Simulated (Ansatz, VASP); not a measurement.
**Two plane-wave programs on InP**

```
In P
1.0
     0.00000    2.76935    2.85500
     2.76935    0.00000    2.85500
     2.76935    2.76935    0.00000
In P
1 1
Direct
  0.00000 0.00000 0.00000
  0.50000 0.50000 0.50000
```

Change from the starting cell: equal xx and yy strain of -3 %, PAW files.

Alike in both runs: task electric field gradients; functional PBEsol; k mesh 11 × 11 × 11; occupations fermi-dirac, width 0.03 eV; no spin polarisation.

```csv
,VASP,Ansatz
version,VASP 6.6.1,Ansatz 0.2.0
potentials or method,"VASP PAW PBE potentials, release 64 (In_d, P)","PAW with Ansatz's default frozen-core files, scalar-relativistic"
plane-wave cutoff (eV),520,420
valence electrons in the cell,18,18
```

VASP gave:

- pressure (GPa): -5.1
- traceless stress, the component that is largest in VASP (GPa): -2.06
- size of Vzz on the site where it differs most (V/Å²): 29.8

Q: Estimate Ansatz's values.

A: Pressure (GPa): -5.2; traceless stress, the component that is largest in VASP (GPa): -2.06; size of Vzz on the site where it differs most (V/Å²): 29.0.

VASP's potentials were made for PBE, not for PBEsol.
